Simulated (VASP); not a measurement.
Al:

```xyz
1
Lattice="0.0000 1.9974 1.9974 1.9974 0.0000 1.9974 1.9974 1.9974 0.0000" Properties=species:S:1:pos:R:3 pbc="T T T"
Al    0.0000    0.0000    0.0000
```

Program: VASP 6.6.1. Alike in all runs: task single point; potentials or basis VASP PAW PBE potentials, release 64 (Al); no spin polarisation; cell as given; k mesh 11 × 11 × 11; cutoff (eV) 520.

Task: Order these runs on this cell by their pressure, lowest first.
A. level PBEsol; smearing fermi-dirac 0.05 eV
B. level RPBE+D3(BJ); smearing tetrahedron
C. level revPBE; smearing fermi-dirac 0.05 eV
D. level RPBE+D4; smearing fermi-dirac 0.05 eV
E. level PBE+D4; smearing fermi-dirac 0.05 eV

Result: B (-17.4 GPa), D (-2.1 GPa), E (-0.4 GPa), A (1.5 GPa), C (4.1 GPa).

Caveats: the PAW data sets were made with another functional, which shifts forces and pressure a little (some runs); pairwise dispersion overbinds metals, which lowers pressure and volume (some runs); tetrahedron occupations give inexact forces and stress in metals (some runs).
